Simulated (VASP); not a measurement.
# LiF in VASP: single point with PBE

Aim: the single point of LiF with PBE.

Program: VASP 6.6.1. These are calculated values, not measurements. Logs are shortened: lines on timing, memory, paths and dates and some standing lists are left out, and cuts for length are marked.

**1. The cell of the first run**

The cell holds a slab with vacuum, 24 atoms: a = 5.752 Å, b = 5.752 Å, c = 21.870 Å, α = 90.00°, β = 90.00°, γ = 120.00°.

**2. Single point, PBE**

INCAR reads:

```
SYSTEM = LiF
  PREC = Accurate
  ENCUT = 520
  EDIFF = 1E-6
  ISMEAR = 0
  SIGMA = 0.05
  LREAL = Auto
  LASPH = .TRUE.
  NELM = 80
  ALGO = Normal
  ISIF = 2
  LWAVE = .FALSE.
  LCHARG = .TRUE.
  LDIPOL = .TRUE.
  IDIPOL = 3
  DIPOL = 0.5 0.5 0.497
  GGA = PE
  LELF = .TRUE.
  LVHAR = .TRUE.
  LVACPOTAV = .TRUE.
  NBANDS = 78
```

KPOINTS reads:

```
Automatic mesh
0
G
  3 3 1
  0 0 0
```

POSCAR reads:

```
LiF
1.0
    5.7517025424      0.0000000000      0.0000000000
   -2.8758512712      4.9811205167      0.0000000000
    0.0000000000      0.0000000000     21.8703068255
F Li
12 12
Direct
    0.1666666667      0.3333333333      0.3657927648
    0.1666666667      0.8333333333      0.3657927648
    0.6666666667      0.3333333333      0.3657927648
    0.6666666667      0.8333333333      0.3657927648
    0.5000000000      0.5000000000      0.4731585530
    0.5000000000      0.0000000000      0.4731585530
    0.0000000000      0.5000000000      0.4731585530
    0.0000000000      0.0000000000      0.4731585530
    0.8333333333      0.6666666667      0.5856116118
    0.8333333333      0.1666666667      0.5856116118
    0.3333333333      0.6666666667      0.5856116118
    0.3333333333      0.1666666667      0.5856116118
    0.3333333333      0.1666666667      0.4194756589
    0.3333333333      0.6666666667      0.4194756589
    0.8333333333      0.1666666667      0.4194756589
    0.8333333333      0.6666666667      0.4194756589
    0.6666666667      0.3333333333      0.5123343536
    0.6666666667      0.8333333333      0.5123343536
    0.1666666667      0.3333333333      0.5123343536
    0.1666666667      0.8333333333      0.5123343536
    0.0000000000      0.5000000000      0.6234296559
    0.0000000000      0.0000000000      0.6234296559
    0.5000000000      0.5000000000      0.6234296559
    0.5000000000      0.0000000000      0.6234296559
```

Potentials or basis: VASP PAW PBE potentials, release 64 (F, Li_sv).

Started as:

```
> cat potpaw_PBE.64/F/POTCAR potpaw_PBE.64/Li_sv/POTCAR > POTCAR
> mpirun -np 1 vasp_std > vasp.out
```

OUTCAR:

```text
SYSTEM = LiF
   PREC = Accurate
   ENCUT = 520
   EDIFF = 1E-6
   ISMEAR = 0
   LREAL = Auto
   LASPH = .TRUE.
   NELM = 80
   ISIF = 2
   GGA = PE

 ion  position               nearest neighbor table
   1  0.167  0.333  0.366-  13 2.03  14 2.03  15 2.03
   2  0.167  0.833  0.366-  14 2.03  13 2.03  16 2.03
   3  0.667  0.333  0.366-  15 2.03  16 2.03  13 2.03
   4  0.667  0.833  0.366-  16 2.03  15 2.03  14 2.03
   5  0.500  0.500  0.473-  18 1.87  19 1.87  17 1.87  13 2.03  16 2.03  14 2.03
   6  0.500  0.000  0.473-  17 1.87  20 1.87  18 1.87  14 2.03  15 2.03  13 2.03
   7  0.000  0.500  0.473-  20 1.87  17 1.87  19 1.87  15 2.03  14 2.03  16 2.03
   8  0.000  0.000  0.473-  19 1.87  18 1.87  20 1.87  16 2.03  13 2.03  15 2.03
   9  0.833  0.667  0.586-  22 1.85  23 1.85  21 1.85
  10  0.833  0.167  0.586-  21 1.85  24 1.85  22 1.85
  11  0.333  0.667  0.586-  24 1.85  21 1.85  23 1.85
  12  0.333  0.167  0.586-  23 1.85  22 1.85  24 1.85
  13  0.333  0.167  0.419-   1 2.03   5 2.03   8 2.03   2 2.03   6 2.03   3 2.03
  14  0.333  0.667  0.419-   2 2.03   6 2.03   7 2.03   1 2.03   4 2.03   5 2.03
  15  0.833  0.167  0.419-   3 2.03   7 2.03   6 2.03   4 2.03   1 2.03   8 2.03
  16  0.833  0.667  0.419-   4 2.03   8 2.03   5 2.03   3 2.03   7 2.03   2 2.03
  17  0.667  0.333  0.512-   6 1.87   7 1.87   5 1.87
  18  0.667  0.833  0.512-   5 1.87   8 1.87   6 1.87
  19  0.167  0.333  0.512-   8 1.87   5 1.87   7 1.87
  20  0.167  0.833  0.512-   7 1.87   6 1.87   8 1.87
  21  0.000  0.500  0.623-  10 1.85  11 1.85   9 1.85
  22  0.000  0.000  0.623-   9 1.85  12 1.85  10 1.85
  23  0.500  0.500  0.623-  12 1.85   9 1.85  11 1.85
  24  0.500  0.000  0.623-  11 1.85  10 1.85  12 1.85

  LATTYP: Found a hexagonal cell.
 ALAT       =     5.7517025424
 C/A-ratio  =     3.8024057510

  Lattice vectors:

 A1 = (   5.7517025424,   0.0000000000,   0.0000000000)
 A2 = (  -2.8758512712,   4.9811205167,   0.0000000000)
 A3 = (   0.0000000000,   0.0000000000,  21.8703068255)

Analysis of symmetry for initial positions (statically):
=====================================================================
 Subroutine PRICEL returns following result:

  LATTYP: Found a hexagonal cell.
 ALAT       =     2.8758512712
 C/A-ratio  =     7.6048115021

  Lattice vectors:

 A1 = (   2.8758512712,   0.0000000000,   0.0000000000)
 A2 = (  -1.4379256356,   2.4905602583,   0.0000000000)
 A3 = (   0.0000000000,   0.0000000000,  21.8703068255)

   4 primitive cells build up your supercell.

 Routine SETGRP: Setting up the symmetry group for a
 hexagonal supercell.

 Subroutine GETGRP returns: Found  6 space group operations
 (whereof  6 operations were pure point group operations)
 out of a pool of 24 trial point group operations.

The static configuration has the point symmetry C_3v.

Analysis of symmetry for dynamics (positions and initial velocities):
=====================================================================
 Subroutine PRICEL returns following result:

  LATTYP: Found a hexagonal cell.
 ALAT       =     2.8758512712
 C/A-ratio  =     7.6048115021

  Lattice vectors:

 A1 = (   2.8758512712,   0.0000000000,   0.0000000000)
 A2 = (  -1.4379256356,   2.4905602583,   0.0000000000)
 A3 = (   0.0000000000,   0.0000000000,  21.8703068255)

   4 primitive cells build up your supercell.

 Routine SETGRP: Setting up the symmetry group for a
 hexagonal supercell.

 Subroutine GETGRP returns: Found  6 space group operations
 (whereof  6 operations were pure point group operations)
 out of a pool of 24 trial point group operations.

The dynamic configuration has the point symmetry C_3v.

 Subroutine INISYM returns: Found  6 space group operations
 (whereof  6 operations are pure point group operations),
 and found     4 'primitive' translations

----------------------------------------------------------------------------------------

                                     Primitive cell

  volume of cell :     156.6457

  direct lattice vectors                    reciprocal lattice vectors
     2.875851271  0.000000000  0.000000000     0.347723128  0.200758042  0.000000000
    -1.437925636  2.490560258  0.000000000     0.000000000  0.401516083  0.000000000
     0.000000000  0.000000000 21.870306825     0.000000000  0.000000000  0.045724096

  length of vectors
     2.875851271  2.875851271 21.870306825     0.401516083  0.401516083  0.045724096

  position of ions in fractional coordinates (direct lattice)
     0.333333333  0.666666667  0.365792765
     0.000000000  0.000000000  0.473158553
     0.666666667  0.333333333  0.585611612
     0.666666667  0.333333333  0.419475659
     0.333333333  0.666666667  0.512334354
     0.000000000  0.000000000  0.623429656

  ion indices of the primitive-cell ions
   primitive index   ion index
                 1           1
                 2           7
                 3          12
                 4          13
                 5          19
                 6          21

----------------------------------------------------------------------------------------

 KPOINTS: Automatic mesh

Automatic generation of k-mesh.
 Grid dimensions read from file:
 generate k-points for:    3    3    1

 Generating k-lattice:

  Cartesian coordinates                     Fractional coordinates (reciprocal lattice)
     0.057953855  0.033459674  0.000000000     0.333333333  0.000000000  0.000000000
     0.000000000  0.066919347  0.000000000     0.000000000  0.333333333  0.000000000
     0.000000000  0.000000000  0.045724096     0.000000000  0.000000000  1.000000000

  Length of vectors
     0.066919347  0.066919347  0.045724096

  Shift w.r.t. Gamma in fractional coordinates (k-lattice)
     0.000000000  0.000000000  0.000000000

 Subroutine IBZKPT returns following result:
 ===========================================

 Found      3 irreducible k-points:

 Following reciprocal coordinates:
            Coordinates               Weight
  0.000000  0.000000  0.000000      1.000000
  0.333333  0.000000  0.000000      6.000000
  0.333333  0.333333  0.000000      2.000000
   k-points           NKPTS =      3   k-points in BZ     NKDIM =      3   number of bands    NBANDS=     78
   number of dos      NEDOS =    301   number of ions     NIONS =     24
   total plane-waves  NPLWV = 387072
   dimension x,y,z NGX =    48 NGY =   48 NGZ =  168
   dimension x,y,z NGXF=    96 NGYF=   96 NGZF=  336
   ions per type =              12  12
   NGX,Y,Z   is equivalent  to a cutoff of  13.87, 13.87, 12.77 a.u.
   NGXF,Y,Z  is equivalent  to a cutoff of  27.75, 27.75, 25.54 a.u.
 SYSTEM =  LiF
   PREC   = accura    normal or accurate (medium, high low for compatibility)
   ISTART =      0    job   : 0-new  1-cont  2-samecut
   ICHARG =      2    charge: 1-file 2-atom 10-const
   ISPIN  =      1    spin polarized calculation?
   LNONCOLLINEAR =      F non collinear calculations
   LSORBIT =      F    spin-orbit coupling
   LASPH  =      T    aspherical Exc in radial PAW
   ENCUT  =  520.0 eV  38.22 Ry    6.18 a.u.  10.69 10.69 40.66*2*pi/ulx,y,z
   NELM   =     80;   NELMIN=  2; NELMDL= -5     # of ELM steps
   EDIFF  = 0.1E-05   stopping-criterion for ELM
   LREAL  =      T    real-space projection
   EDIFFG = 0.1E-04   stopping-criterion for IOM
   NSW    =      0    number of steps for IOM
   IBRION =     -1    ionic relax: 0-MD 1-quasi-New 2-CG
   NFREE  =      0    steps in history (QN), initial steepest desc. (CG)
   ISIF   =      2    stress and relaxation
   ISYM   =      2    0-nonsym 1-usesym 2-fastsym
   POTIM  = 0.5000    time-step for ionic-motion
   TEBEG  =    0.0;   TEEND  =   0.0 temperature during run
   PSTRESS=    0.0 pullay stress
   NELECT =     120.0000    total number of electrons
   NUPDOWN=      -1.0000    fix difference up-down
   EMIN   =  10.00;   EMAX   =-10.00  energy-range for DOS
   EFERMI =   0.00;   METHOD = LEGACY
   ISMEAR =     0;   SIGMA  =   0.05  broadening in eV -4-tet -1-fermi 0-gaus
   EFERMI_NEDOS =   21; number of points for ismear=-14 and -15
   IALGO  =     38    algorithm
   IMIX   =      4    mixing-type and parameters
     AMIX     =   0.40;   BMIX     =  1.00
     AMIX_MAG =   1.60;   BMIX_MAG =  1.00
  volume/ion in A,a.u.               =      26.11       176.18
  Fermi-wavevector in a.u.,A,eV,Ry     =   0.943646  1.783232 12.115551  0.890468
  Thomas-Fermi vector in A             =   2.071374
   LORBIT       =      0    0 simple, 1 ext, 2 COOP (PROOUT), +10 PAW based schemes
   GGA     = PE    functional components
   LHFCALC =     F    Hartree Fock is set to
   AEXX    =    0.0000 exact exchange contribution
   IVDW    =     0    specifies the selected vdW correction
   LEPSILON=     F    determine dielectric tensor
   LRPA    =     F    only Hartree local field effects (RPA)
 non-spin polarized calculation
 Gauss-broadening in eV      SIGMA  =   0.05
  energy-cutoff  :      520.00
  volume of cell :      626.58
 maximum number of plane-waves:     16881
 NGX is ok and might be reduce to    48
   NGX = 21   NGY = 21   NGZ = 81

 number of electron     119.9999858 magnetization

 dipolmoment           0.000000      0.000000     -1.111839 electrons x Angstroem

 Free energy of the ion-electron system (eV)
  ---------------------------------------------------
  ext. energy  EPLUGINS =         0.00000000
  ---------------------------------------------------
  free energy    TOTEN  =      -102.16704391 eV

  energy without entropy =     -102.13320764  energy(sigma->0) =     -102.15012577

 E-fermi :  -4.0673     XC(G=0):  -4.0559

 val. band max:       -4.0900202422   @ k =   0.3333   0.0000   0.0000
 cond. band min:      -4.0607611331   @ k =   0.3333   0.0000   0.0000
 fundamental gap:      0.0292591090
 Fermi energy:        -4.0673025830

 k-point     1 :       0.0000    0.0000    0.0000
  band No.  band energies     occupation
      1     -51.2942      2.00000
      2     -51.2567      2.00000
      3     -51.2567      2.00000
      4     -51.2567      2.00000
      5     -50.5450      2.00000
      6     -50.5079      2.00000
[... 64 lines left out ...]
     71       1.8969      0.00000
     72       2.4761      0.00000

 k-point     2 :       0.3333    0.0000    0.0000
  band No.  band energies     occupation
      1     -51.2848      2.00000
      2     -51.2660      2.00000
      3     -51.2567      2.00000
      4     -51.2567      2.00000
      5     -50.5357      2.00000
      6     -50.5172      2.00000
[... 64 lines left out ...]
     71       2.1940      0.00000
     72       2.6371      0.00000

 k-point     3 :       0.3333    0.3333    0.0000
  band No.  band energies     occupation
      1     -51.2707      2.00000
      2     -51.2707      2.00000
      3     -51.2707      2.00000
      4     -51.2520      2.00000
      5     -50.5218      2.00000
      6     -50.5218      2.00000
[... 64 lines left out ...]
     71       2.3814      0.00000
     72       2.7520      0.00000
 [bands above 72 left out]

------------------------ aborting loop because EDIFF is reached ----------------------------------------

  FORCE on cell =-STRESS in cart. coord.  units (eV):
  Direction    XX          YY          ZZ          XY          YZ          ZX
  --------------------------------------------------------------------------------------
  -------------------------------------------------------------------------------------
  Total        4.5020586      4.5020586     -2.9746152     -0.0000000      0.0000000     -0.0000000
  in kB       11.5118038     11.5118038     -7.6061175     -0.0000000      0.0000000     -0.0000000
  external PRESSURE =       5.1391634 kB  Pullay stress =       0.0000000 kB

 VOLUME and BASIS-vectors are now :
 -----------------------------------------------------------------------------
  energy-cutoff  :      520.00
  volume of cell :      626.58
      direct lattice vectors                 reciprocal lattice vectors
     5.751702542  0.000000000  0.000000000     0.173861564  0.100379021  0.000000000
    -2.875851271  4.981120517  0.000000000     0.000000000  0.200758042  0.000000000
     0.000000000  0.000000000 21.870306825     0.000000000  0.000000000  0.045724096

 POSITION                                       TOTAL-FORCE (eV/Angst)
 -----------------------------------------------------------------------------------
      0.00000      1.66037      8.00000         0.000000     -0.000000      1.640595
     -1.43793      4.15093      8.00000         0.000000     -0.000000      1.640595
      2.87585      1.66037      8.00000         0.000000     -0.000000      1.640595
      1.43793      4.15093      8.00000         0.000000     -0.000000      1.640595
      1.43793      2.49056     10.34812        -0.000000      0.000000      1.115735
      2.87585      0.00000     10.34812        -0.000000      0.000000      1.115735
[... 16 lines left out ...]
      1.43793      2.49056     13.63460        -0.000000      0.000000      0.015203
      2.87585      0.00000     13.63460        -0.000000      0.000000      0.015203
 -----------------------------------------------------------------------------------
    total drift:                                0.000000      0.000000     -0.020410

  FREE ENERGIE OF THE ION-ELECTRON SYSTEM (eV)
  ---------------------------------------------------
  free  energy   TOTEN  =      -102.1670439075 eV

  energy  without entropy=     -102.1332076410  energy(sigma->0) =     -102.15012577

 vacuum level on the upper side and lower side of the slab        -0.030         6.993
```

Wall time 8.8 min (1 thread of Intel Xeon Platinum 8375C at 2.90GHz (Ice Lake), shared host); peak memory 0.75 GiB.

Results:

| Property | Result |
| --- | --- |
| Free energy | -102.1670 eV |
| Largest force | 2.760 eV/Å |
| Band gap on the k mesh | zero (band 60 reaches -3.96 eV, above the bottom of band 61 at -4.06 eV) |

Forces on the atoms (eV/Å):
```
F    0.000  0.000  1.641
F    0.000  0.000  1.641
F    0.000  0.000  1.641
F    0.000  0.000  1.641
F    0.000  0.000  1.116
F    0.000  0.000  1.116
F    0.000  0.000  1.116
F    0.000  0.000  1.116
F    0.000  0.000 -0.029
F    0.000  0.000 -0.029
F    0.000  0.000 -0.029
F    0.000  0.000 -0.029
Li   0.000  0.000 -2.760
Li   0.000  0.000 -2.760
Li   0.000  0.000 -2.760
Li   0.000  0.000 -2.760
Li   0.000  0.000  0.017
Li   0.000  0.000  0.017
Li   0.000  0.000  0.017
Li   0.000  0.000  0.017
Li   0.000  0.000  0.015
Li   0.000  0.000  0.015
Li   0.000  0.000  0.015
Li   0.000  0.000  0.015
```

Caveat: the k points lie up to 0.42 Å⁻¹ apart; the cutoff is under 1.25 times the usual one of these potentials, so pressure, stress and relaxed cells hold a basis-set (Pulay) error.
